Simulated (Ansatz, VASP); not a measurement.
**Two plane-wave programs on CaHf**

```
Ca Hf
1.0
     0.00000    2.85896    2.85896
     2.85896    0.00000    2.85896
     2.85896    2.85896    0.00000
Ca Hf
1 1
Direct
  0.00000 0.00000 0.00000
  0.50000 0.50000 0.50000
```

Change from the starting cell: species swapped into the TbSb type (Fm-3m, No. 225).

Alike in both runs: task relaxation of cell and atoms; functional PBE; k mesh 6 × 6 × 6; occupations gaussian, width 0.1 eV; no spin polarisation.

|  | VASP | Ansatz |
| --- | --- | --- |
| version | VASP 6.6.1 | Ansatz 0.2.0 |
| potentials or method | VASP PAW PBE potentials, release 64 (Ca_sv, Hf_pv), cutoff 600 eV | scalar-relativistic, plane waves, PAW |
| valence electrons in the cell | 20 | 36 |

Ansatz gave:

* gap on the k mesh at the Fermi level, each at its own relaxed structure (eV): none
* relaxed volume (Å³/atom): 31.26
* relaxed cell length with the largest relative difference (Å): 4.455

What did VASP give for the same quantities?

gap on the k mesh at the Fermi level, each at its own relaxed structure (eV): none; relaxed volume (Å³/atom): 31.59; relaxed cell length with the largest relative difference (Å): 4.470.

A gap of «none» marks a metal or a gap that the smearing closes. VASP's potentials hold 20 valence electrons a cell and Ansatz's 36, so a difference there can come from the potentials and not from the codes.

Neither program's run includes spin-orbit coupling. Noted on VASP's run: the volume moved by over 15 % at a fixed basis, so the end points are rough.
